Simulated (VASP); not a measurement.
# BiTe: single point with PBEsol

BiTe:

```
Bi Te
1.0
     0.00000    3.19715    3.29307
     3.19715    0.00000    3.29307
     3.19715    3.19715    0.00000
Bi Te
1 1
Direct
  0.00000 0.00000 0.00000
  0.50000 0.50000 0.50000
```

This cell differs from its parent crystal: strain +0.000 along x and y, +0.030 along z.

```json
{
  "Program": "VASP 6.6.1",
  "Task": "single point",
  "Functional": "PBEsol",
  "Potentials or basis": "VASP PAW PBE potentials, release 64 (Bi_d, Te)",
  "Cutoff": "500 eV",
  "k mesh": "16 × 16 × 16",
  "Occupations": "gaussian, width 0.15 eV",
  "Spin": "no spin polarisation"
}
```

```json
{"Pressure": "-1.4 GPa", "Band gap on the k mesh": "zero (an odd number of electrons rules out a gap without spin polarisation)"}
```

Stress tensor (GPa, compression positive):
```
-0.58  0.00  0.00
 0.00 -0.58  0.00
 0.00  0.00 -2.95
```

Levels at points of the mesh, in eV from the Fermi level:
| k point | band 6 | band 7 | band 8 | band 9 | band 10 | band 11 | band 12 | band 13 | band 14 | band 15 |
| --- | --- | --- | --- | --- | --- | --- | --- | --- | --- | --- |
| (0.00, 0.00, 0.00) | -13.58 | -8.11 | -2.67 | -2.67 | -2.28 | 1.72 | 2.39 | 2.39 | 4.48 | 4.71 |
| (0.50, 0.00, 0.00) | -11.60 | -11.28 | -1.95 | -1.88 | -1.58 | -0.89 | -0.63 | -0.60 | 7.25 | 7.73 |
| (0.50, 0.50, 0.00) | -11.99 | -9.74 | -5.64 | -4.01 | -4.01 | 2.20 | 3.70 | 3.70 | 4.72 | 8.73 |
| (0.50, 0.00, 0.50) | -11.69 | -10.06 | -5.75 | -4.24 | -3.86 | 2.14 | 3.24 | 3.95 | 5.15 | 8.57 |

It took 3.1 min on 1 thread of AMD EPYC 9R45 96-Core Processor (Zen 5) (shared host), peak memory 0.48 GiB.

Caveat: the cell differs from its parent crystal (strain +0.000 along x and y, +0.030 along z); the PAW data sets were made with another functional, which shifts forces and pressure a little; spin-orbit coupling is left out, which moves the levels of the heavy elements; an odd number of electrons without spin polarisation forces a metal; a magnetic or distorted state may lie lower.
